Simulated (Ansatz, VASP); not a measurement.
SnO2: VASP beside Ansatz

```xyz
6
Lattice="4.7207 0.0000 0.0000 0.0000 4.7207 0.0000 0.0000 0.0000 3.1888" Properties=species:S:1:pos:R:3 pbc="T T T"
Sn    0.0000    0.0000    0.0000
Sn    2.3604    2.3604    1.5944
O     1.4450    1.4450    0.0000
O     0.9153    3.8054    1.5944
O     3.2757    3.2757    0.0000
O     3.8054    0.9153    1.5944
```

Alike in both runs: functional LDA; k mesh 6 × 6 × 8; occupations gaussian, width 0.02 eV; no spin polarisation.

Ansatz relaxed the structure, and its values are those at the end. VASP's run is a single point on that final structure, the one shown.

|  | VASP | Ansatz |
| --- | --- | --- |
| version | VASP 6.6.1 | Ansatz 0.2.0 |
| potentials or method | VASP PAW LDA potentials, release 64 (Sn_d, O), cutoff 520 eV | scalar-relativistic, plane waves, PAW |
| valence electrons in the cell | 52 | 52 |

```csv
,VASP,Ansatz,Ansatz less VASP
gap on the k mesh at the Fermi level (eV),1.21,1.18,-0.028
least direct gap on the mesh (eV),1.21,1.18,-0.028
pressure (GPa),1.4,0.0,-1.37
rms of the force components (eV/Å),0.015,0.002,-0.0131
```

Ansatz warns that its potentials were made for another functional, while VASP's fit it. LDA's correlation is that of Perdew and Zunger in VASP and of Perdew and Wang (1992) in Ansatz.
